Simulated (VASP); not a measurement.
Input of a VASP 6.6.1 run:

INCAR

```
SYSTEM = CuO
ALGO = Normal
EDIFF = 1E-6
ENCUT = 520
GGA = PE
ISIF = 2
ISMEAR = -1
IVDW = 12
LASPH = .True.
LCHARG = .False.
LREAL = .False.
LWAVE = .False.
NBANDS = 44
NELM = 60
PREC = Accurate
SIGMA = 0.05
```

The input KPOINTS:

```
k-points
0
Gamma
  9 5 5
  0 0 0
```

Contents of POSCAR:

```
CuO
1.0
   -2.0591135855      2.0530272542     -0.1600535537
    0.4010372868     -0.0009402696     -5.1244376880
   -2.0600837056     -6.1604093358     -0.1614891313
Cu O
4 4
Direct
    0.2499848531     -0.0000030137      0.2499876519
    0.7499892802      0.0000000988      0.7499901326
    1.0000079696      0.5000007818      0.5000026023
    0.5000107087      0.5000009982      1.0000060154
    0.7498248511      0.7497478060      0.2499645894
    0.2498265507      0.7497520861      0.7499640675
    0.7501768102      0.2502469681      0.2500427893
    0.2501790064      0.2502542547      0.7500421817
```

Potentials or basis: VASP PAW PBE potentials, release 64 (Cu, O).

Run with:

```console
$ cat potpaw_PBE.64/Cu/POTCAR potpaw_PBE.64/O/POTCAR > POTCAR
$ mpirun -np 1 vasp_std > vasp.out
```

Task: Predict the pressure.

Result: 0.7 GPa.

Task: Estimate the band gap on the k mesh.

Result: Zero (bands 34 and 35 overlap by 0.77 eV).

Stress tensor (GPa, compression positive):
```
 0.57  0.02 -0.02
 0.02  0.63  0.00
-0.02  0.00  1.05
```

Caveat: semilocal functionals often make such compounds metallic where correlation or magnetic order opens a gap, which also shifts bond lengths. With open d or f shells a metallic result of PBE can be an artefact of self-interaction; +U or a hybrid may open a gap.
